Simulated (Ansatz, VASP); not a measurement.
CsH: VASP beside Ansatz

INCAR

```
SYSTEM = CsH
ALGO = Normal
EDIFF = 1E-6
ENCUT = 520
ISIF = 2
ISMEAR = 0
LASPH = .True.
LCHARG = .False.
LREAL = .False.
LWAVE = .False.
NBANDS = 12
NELM = 60
PREC = Accurate
SIGMA = 0.05
```

The input KPOINTS:

```
k-points
0
Gamma
  8 8 8
  0 0 0
```

POSCAR

```
CsH
1.0
    0.0000000000      3.0604800000      3.3155200000
    3.0604800000      0.0000000000      3.3155200000
    3.0604800000      3.0604800000      0.0000000000
Cs H
1 1
Direct
    0.0000000000      0.0000000000      0.0000000000
    0.5000000000      0.5000000000      0.5000000000
```

Input for Ansatz:

```yaml
crystal:
  lattice:
    - [0.0, 3.06048, 3.31552]
    - [3.06048, 0.0, 3.31552]
    - [3.06048, 3.06048, 0.0]
  atoms:
    - { symbol: Cs, position: [0.0, 0.0, 0.0] }
    - { symbol: H, position: [0.5, 0.5, 0.5] }
basis:
  ecutwfc: 420
kpoints:
  mp_grid: { grid: [8, 8, 8] }
hamiltonian:
  xc: lda
scf:
  occupations: { method: gaussian, width: 0.05 }
output:
  forces: true
  stress: true
  eigenvalues: true
```

Change from the starting cell: strain -0.040 along x and y, +0.040 along z, atoms carried along.

Alike in both runs: task single point; functional LDA; k mesh 8 × 8 × 8; occupations gaussian, width 0.05 eV; no spin polarisation.

```csv
,VASP,Ansatz
version,VASP 6.6.1,Ansatz 0.2.0
potentials or method,"VASP PAW LDA potentials, release 64 (Cs_sv, H), cutoff 520 eV","scalar-relativistic, plane waves, PAW"
valence electrons in the cell,10,10
```

Ansatz gave:

- gap on the k mesh at the Fermi level (eV): 1.87
- least direct gap on the mesh (eV): 1.87
- pressure (GPa): -0.8
- traceless stress, the component that is largest in VASP (GPa): -1.02

What did VASP give for the same quantities?

gap on the k mesh at the Fermi level (eV): 1.84; least direct gap on the mesh (eV): 1.84; pressure (GPa): -0.7; traceless stress, the component that is largest in VASP (GPa): -1.05.

LDA's correlation is that of Perdew and Zunger in VASP and of Perdew and Wang (1992) in Ansatz.

Neither program's run includes spin-orbit coupling.
